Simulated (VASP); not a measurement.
# GaSb3 (Pmmm) in VASP: a series of runs

GaSb3 is run at these levels: PBE; tasks: single point.

All numbers are computed with VASP 6.6.1; they aren't measurements. Logs are shortened: lines on timing, memory, paths and dates and some standing lists are left out, and cuts for length are marked.

**1. The cell of the first run**

Symmetry: Pmmm, No. 47, orthorhombic system. The conventional cell has a = 3.004 Å, b = 3.364 Å, c = 10.739 Å, α = 90.00°, β = 90.00°, γ = 90.00°. Ga (site symmetry mmm) has 4 Sb at 3.00 Å and 4 Ga at 3.00 to 3.36 Å within 4.0 Å. Sb (site symmetry mm2) has 2 Ga at 3.00 Å and 6 Sb at 3.00 to 3.36 Å within 4.0 Å. Sb (site symmetry mmm) has 8 Sb at 3.00 to 3.36 Å within 4.0 Å.

The cell was built from a structure type or drawn by symmetry, and may not be a known phase.

**2. Single point, PBE**

Input file INCAR:

```
SYSTEM = GaSb3
PREC     = Accurate       ! precision mode
ENCUT    = 520            ! plane-wave cutoff, eV
EDIFF    = 1E-6           ! SCF threshold, eV
ISMEAR   = 0              ! smearing method
SIGMA    = 0.2            ! smearing width, eV
LREAL    = .False.        ! projectors in reciprocal space
LASPH    = .True.         ! aspherical terms in the spheres
NELM     = 60             ! most SCF steps
ALGO     = Normal         ! electronic algorithm
ISIF     = 2              ! what is computed and relaxed
LWAVE    = .False.        ! write WAVECAR
LCHARG   = .True.         ! write CHGCAR
GGA      = PE             ! functional
LELF     = .True.         ! ELF
LVHAR    = .True.       
NBANDS   = 22             ! bands
```

Input file KPOINTS:

```
Automatic mesh
0
Gamma
  6 6 2
  0 0 0
```

Input file POSCAR:

```
GaSb3
1.0
    3.0044393637      0.0000000000      0.0000000000
    0.0000000000      3.3640752304      0.0000000000
    0.0000000000      0.0000000000     10.7387618526
Ga Sb
1 3
Direct
    0.0000000000      0.0000000000      0.0000000000
    0.0000000000      0.5000000000      0.2315210009
    0.0000000000      0.0000000000      0.5000000000
    0.0000000000      0.5000000000      0.7684789991
```

Potentials or basis: VASP PAW PBE potentials, release 64 (Ga_d, Sb).

On the command line:

```
$ cat potpaw_PBE.64/Ga_d/POTCAR potpaw_PBE.64/Sb/POTCAR > POTCAR
$ mpirun -np 1 vasp_std > vasp.out
```

OUTCAR:

```text
SYSTEM = GaSb3
   PREC = Accurate
   ENCUT = 520
   EDIFF = 1E-6
   ISMEAR = 0
   LREAL = .False.
   LASPH = .True.
   NELM = 60
   ISIF = 2
   GGA = PE

 ion  position               nearest neighbor table
   1  0.000  0.000  0.000-   2 3.00   4 3.00   2 3.00   4 3.00
   2  0.000  0.500  0.232-   1 3.00   1 3.00   3 3.34   3 3.34
   3  0.000  0.000  0.500-   2 3.34   4 3.34   2 3.34   4 3.34
   4  0.000  0.500  0.768-   1 3.00   1 3.00   3 3.34   3 3.34

  LATTYP: Found a simple orthorhombic cell.
 ALAT       =     3.0044393637
 B/A-ratio  =     1.1197014894
 C/A-ratio  =     3.5742980811

  Lattice vectors:

 A1 = (   3.0044393637,   0.0000000000,   0.0000000000)
 A2 = (   0.0000000000,   3.3640752304,   0.0000000000)
 A3 = (   0.0000000000,   0.0000000000,  10.7387618526)

Analysis of symmetry for initial positions (statically):
=====================================================================
 Subroutine PRICEL returns:
 Original cell was already a primitive cell.

 Routine SETGRP: Setting up the symmetry group for a
 simple orthorhombic supercell.

 Subroutine GETGRP returns: Found  8 space group operations
 (whereof  8 operations were pure point group operations)
 out of a pool of  8 trial point group operations.

The static configuration has the point symmetry D_2h.

Analysis of symmetry for dynamics (positions and initial velocities):
=====================================================================
 Subroutine PRICEL returns:
 Original cell was already a primitive cell.

 Routine SETGRP: Setting up the symmetry group for a
 simple orthorhombic supercell.

 Subroutine GETGRP returns: Found  8 space group operations
 (whereof  8 operations were pure point group operations)
 out of a pool of  8 trial point group operations.

The dynamic configuration has the point symmetry D_2h.

 Subroutine INISYM returns: Found  8 space group operations
 (whereof  8 operations are pure point group operations),
 and found     1 'primitive' translations

----------------------------------------------------------------------------------------

                                     Primitive cell

  volume of cell :     108.5384

  direct lattice vectors                    reciprocal lattice vectors
     3.004439364  0.000000000  0.000000000     0.332840800  0.000000000  0.000000000
     0.000000000  3.364075230  0.000000000     0.000000000  0.297258513  0.000000000
     0.000000000  0.000000000 10.738761853     0.000000000  0.000000000  0.093120605

  length of vectors
[... 82 lines left out ...]
   LSORBIT =      F    spin-orbit coupling
   LASPH  =      T    aspherical Exc in radial PAW
   ENCUT  =  520.0 eV  38.22 Ry    6.18 a.u.   5.59  6.25 19.97*2*pi/ulx,y,z
   NELM   =     60;   NELMIN=  2; NELMDL= -5     # of ELM steps
   EDIFF  = 0.1E-05   stopping-criterion for ELM
   LREAL  =      F    real-space projection
   EDIFFG = 0.1E-04   stopping-criterion for IOM
   NSW    =      0    number of steps for IOM
   IBRION =     -1    ionic relax: 0-MD 1-quasi-New 2-CG
   NFREE  =      0    steps in history (QN), initial steepest desc. (CG)
   ISIF   =      2    stress and relaxation
   ISYM   =      2    0-nonsym 1-usesym 2-fastsym
   POTIM  = 0.5000    time-step for ionic-motion
   TEBEG  =    0.0;   TEEND  =   0.0 temperature during run
   PSTRESS=    0.0 pullay stress
   NELECT =      28.0000    total number of electrons
   NUPDOWN=      -1.0000    fix difference up-down
   EMIN   =  10.00;   EMAX   =-10.00  energy-range for DOS
   EFERMI =   0.00;   METHOD = LEGACY
   ISMEAR =     0;   SIGMA  =   0.20  broadening in eV -4-tet -1-fermi 0-gaus
   EFERMI_NEDOS =   21; number of points for ismear=-14 and -15
   IALGO  =     38    algorithm
   IMIX   =      4    mixing-type and parameters
     AMIX     =   0.40;   BMIX     =  1.00
     AMIX_MAG =   1.60;   BMIX_MAG =  1.00
  volume/ion in A,a.u.               =      27.13       183.11
  Fermi-wavevector in a.u.,A,eV,Ry     =   1.042157  1.969391 14.777162  1.086091
  Thomas-Fermi vector in A             =   2.176809
   LORBIT       =      0    0 simple, 1 ext, 2 COOP (PROOUT), +10 PAW based schemes
   GGA     = PE    functional components
   LHFCALC =     F    Hartree Fock is set to
   AEXX    =    0.0000 exact exchange contribution
   IVDW    =     0    specifies the selected vdW correction
   LEPSILON=     F    determine dielectric tensor
   LRPA    =     F    only Hartree local field effects (RPA)
 non-spin polarized calculation
 Gauss-broadening in eV      SIGMA  =   0.20
  energy-cutoff  :      520.00
  volume of cell :      108.54
 maximum number of plane-waves:      2956
 NGX is ok and might be reduce to    24

 number of electron      28.0000011 magnetization

 Free energy of the ion-electron system (eV)
  ---------------------------------------------------
  ext. energy  EPLUGINS =         0.00000000
  ---------------------------------------------------
  free energy    TOTEN  =       -14.93180465 eV

  energy without entropy =      -14.90950331  energy(sigma->0) =      -14.92065398

 E-fermi :   6.8063     XC(G=0):  -9.9123

 val. band max:        6.6654606593   @ k =   0.5000   0.0000   0.5000
 cond. band min:       6.8073130747   @ k =   0.0000   0.5000   0.5000
 fundamental gap:      0.1418524155
 Fermi energy:         6.8063290384

 k-point     1 :       0.0000    0.0000    0.0000
  band No.  band energies     occupation
      1      -8.0016      2.00000
      2      -7.9409      2.00000
      3      -7.9015      2.00000
      4      -7.8277      2.00000
      5      -7.8200      2.00000
      6      -5.4303      2.00000
[... 589 lines left out ...]
     21      11.5771      0.00000
     22      13.3585      0.00000

 [... further k-points ...]
[... 5 lines left out ...]
  --------------------------------------------------------------------------------------
  -------------------------------------------------------------------------------------
  Total       -0.0549947      0.3262788     -0.0413925     -0.0000000      0.0000000      0.0000000
  in kB       -0.8117975      4.8163291     -0.6110105     -0.0000000      0.0000000      0.0000000
  external PRESSURE =       1.1311737 kB  Pullay stress =       0.0000000 kB

 VOLUME and BASIS-vectors are now :
 -----------------------------------------------------------------------------
  energy-cutoff  :      520.00
  volume of cell :      108.54
      direct lattice vectors                 reciprocal lattice vectors
     3.004439364  0.000000000  0.000000000     0.332840800  0.000000000  0.000000000
     0.000000000  3.364075230  0.000000000     0.000000000  0.297258513  0.000000000
     0.000000000  0.000000000 10.738761853     0.000000000  0.000000000  0.093120605

 POSITION                                       TOTAL-FORCE (eV/Angst)
 -----------------------------------------------------------------------------------
      0.00000      0.00000      0.00000        -0.000000      0.000000      0.000000
      0.00000      1.68204      2.48625         0.000000      0.000000      0.019091
      0.00000      0.00000      5.36938        -0.000000      0.000000      0.000000
      0.00000      1.68204      8.25251        -0.000000      0.000000     -0.019091
 -----------------------------------------------------------------------------------
    total drift:                                0.000000     -0.000000     -0.000000

  FREE ENERGIE OF THE ION-ELECTRON SYSTEM (eV)
  ---------------------------------------------------
  free  energy   TOTEN  =       -14.9318046523 eV

  energy  without entropy=      -14.9095033051  energy(sigma->0) =      -14.92065398
```

OSZICAR:

```text
N       E                     dE             d eps       ncg     rms          rms(c)
DAV:   1     0.159795785250E+03    0.15980E+03   -0.11603E+04  1440   0.133E+03
DAV:   2     0.978672353419E+00   -0.15882E+03   -0.15243E+03  1580   0.310E+02
DAV:   3    -0.144961043613E+02   -0.15475E+02   -0.14708E+02  1716   0.813E+01
DAV:   4    -0.149742506019E+02   -0.47815E+00   -0.47553E+00  1686   0.150E+01
DAV:   5    -0.149862485890E+02   -0.11998E-01   -0.11995E-01  1818   0.237E+00    0.346E+00
DAV:   6    -0.149337461351E+02    0.52502E-01   -0.14483E-01  1642   0.229E+00    0.200E+00
DAV:   7    -0.149312688955E+02    0.24772E-02   -0.37219E-02  1740   0.139E+00    0.511E-01
DAV:   8    -0.149317463062E+02   -0.47741E-03   -0.37203E-03  1594   0.390E-01    0.764E-02
DAV:   9    -0.149317773169E+02   -0.31011E-04   -0.28640E-04  1784   0.134E-01    0.391E-02
DAV:  10    -0.149318038580E+02   -0.26541E-04   -0.52656E-05  1634   0.409E-02    0.844E-03
DAV:  11    -0.149318050311E+02   -0.11732E-05   -0.45353E-06  1642   0.137E-02    0.265E-03
DAV:  12    -0.149318046523E+02    0.37883E-06   -0.63506E-07  1034   0.452E-03
   1 F= -.14931805E+02 E0= -.14920654E+02  d E =-.223013E-01
```

stdout:

```text
POSCAR found type information on POSCAR GaSb
 POSCAR found :  2 types and       4 ions
 scaLAPACK will be used
 LDA part: xc-table for (Slater+PW92), standard interpolation
 POSCAR, INCAR and KPOINTS ok, starting setup
 FFT: planning ... GRIDC
 FFT: planning ... GRID_SOFT
 FFT: planning ... GRID
 WAVECAR not read
 entering main loop
```

It took 37 s on 1 thread of AMD EPYC 9R45 (Zen 5), shared host; peak memory 0.22 GiB.

Results:

- Free energy: -14.9318 eV
- Pressure: 0.1 GPa
- Largest force: 0.019 eV/Å
- Band gap on the k mesh: zero (bands 14 and 15 overlap by 4.40 eV)

Forces on the atoms (eV/Å):
```
Ga   0.000  0.000  0.000
Sb   0.000  0.000  0.019
Sb   0.000  0.000  0.000
Sb   0.000  0.000 -0.019
```

Stress tensor (GPa, compression positive):
```
-0.08  0.00  0.00
 0.00  0.48  0.00
 0.00  0.00 -0.06
```

Caveat: spin-orbit coupling is left out, which moves the levels of the heavy elements.

**3. Single point, PBE**

This run uses another cell than the first one, of the same volume but with other edges.

Input file INCAR:

```
ALGO = Normal
EDIFF = 1E-6
ENCUT = 520
GGA = PE
ISIF = 2
ISMEAR = 0
LASPH = T
LCHARG = F
LREAL = F
LWAVE = F
NBANDS = 22
NELM = 60
PREC = Accurate
SIGMA = 0.1
```

Input file KPOINTS:

```
k-points
0
Gamma
  12 10 4
```

Input file POSCAR:

```
GaSb3
1.0
    3.0318550442      0.0000000000      0.0000000000
    0.0000000000      3.1950655756      0.0000000000
    0.0000000000      0.0000000000     11.2102223668
Ga Sb
1 3
Direct
    0.0000000000      0.0000000000      0.0000000000
    0.0000000000      0.5000000000      0.2359218758
    0.0000000000      0.0000000000      0.5000000000
    0.0000000000      0.5000000000      0.7640781242
```

Potentials or basis: VASP PAW PBE potentials, release 64 (Ga_d, Sb).

On the command line:

```
$ cat potpaw_PBE.64/Ga_d/POTCAR potpaw_PBE.64/Sb/POTCAR > POTCAR
$ mpirun -np 1 vasp_std > vasp.out
```

Run time: 1.9 min. Hardware: 1 thread of AMD EPYC 9R45 (Zen 5), shared host; peak memory 0.38 GiB.

It converged, with:

| Quantity | Value |
| --- | --- |
| Free energy | -14.7434 eV |
| Pressure | 0.0 GPa |
| Largest force | 0.004 eV/Å |
| Band gap on the k mesh | zero (bands 14 and 15 overlap by 4.90 eV) |

Forces on the atoms (eV/Å):
```
Ga   0.000  0.000  0.000
Sb   0.000  0.000  0.004
Sb   0.000  0.000  0.000
Sb   0.000  0.000 -0.004
```

Levels at points of the mesh, in eV from the Fermi level:
| k point | band 12 | band 13 | band 14 | band 15 | band 16 | band 17 |
| --- | --- | --- | --- | --- | --- | --- |
| (0.00, 0.00, 0.00) | -0.27 | 2.24 | 3.11 | 3.74 | 3.87 | 4.68 |
| (0.50, 0.00, 0.00) | -4.27 | -2.93 | -1.26 | 2.15 | 2.19 | 2.64 |
| (0.00, 0.50, 0.00) | -3.11 | -2.50 | -1.61 | -1.24 | 2.52 | 2.98 |
| (0.50, 0.50, 0.00) | -3.15 | -3.07 | -2.97 | -0.44 | -0.09 | -0.09 |
| (0.00, 0.00, 0.50) | 2.34 | 2.39 | 2.81 | 3.95 | 4.03 | 4.28 |
| (0.50, 0.00, 0.50) | -4.05 | -1.46 | -0.98 | -0.93 | 3.62 | 4.25 |
| (0.00, 0.50, 0.50) | -3.94 | -3.31 | -0.22 | -0.20 | 1.21 | 1.75 |
| (0.50, 0.50, 0.50) | -3.11 | -2.76 | -2.62 | -1.27 | -0.97 | -0.11 |

Caveat: spin-orbit coupling is left out, which moves the levels of the heavy elements.
